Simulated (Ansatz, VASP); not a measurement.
**One calculation of NaCl, two programs**

```
Na Cl
1.0
     0.00000    2.79406    2.79406
     2.79406    0.00000    2.79406
     2.79406    2.79406    0.00000
Na Cl
1 1
Direct
  0.00000 0.00000 0.00000
  0.50000 0.50000 0.50000
```

Alike in both runs: task relaxation of cell and atoms; functional LDA; k mesh 8 × 8 × 8; occupations gaussian, width 0.02 eV; no spin polarisation.

```csv
,VASP,Ansatz
version,VASP 6.6.1,Ansatz 0.2.0
potentials or method,"VASP PAW LDA potentials, release 64 (Na_pv, Cl), cutoff 500 eV","scalar-relativistic, plane waves, PAW"
valence electrons in the cell,14,16
```

|  | VASP | Ansatz | Ansatz less VASP |
| --- | --- | --- | --- |
| gap on the k mesh at the Fermi level, each at its own relaxed structure (eV) | 5.08 | 5.07 | -0.008 |
| relaxed volume (Å³/atom) | 20.39 | 20.39 | +0.002 |
| relaxed cell length with the largest relative difference (Å) | 3.864 | 3.864 | +0.0001 |

LDA's correlation is that of Perdew and Zunger in VASP and of Perdew and Wang (1992) in Ansatz. VASP's potentials hold 14 valence electrons a cell and Ansatz's 16, so a difference there can come from the potentials and not from the codes.
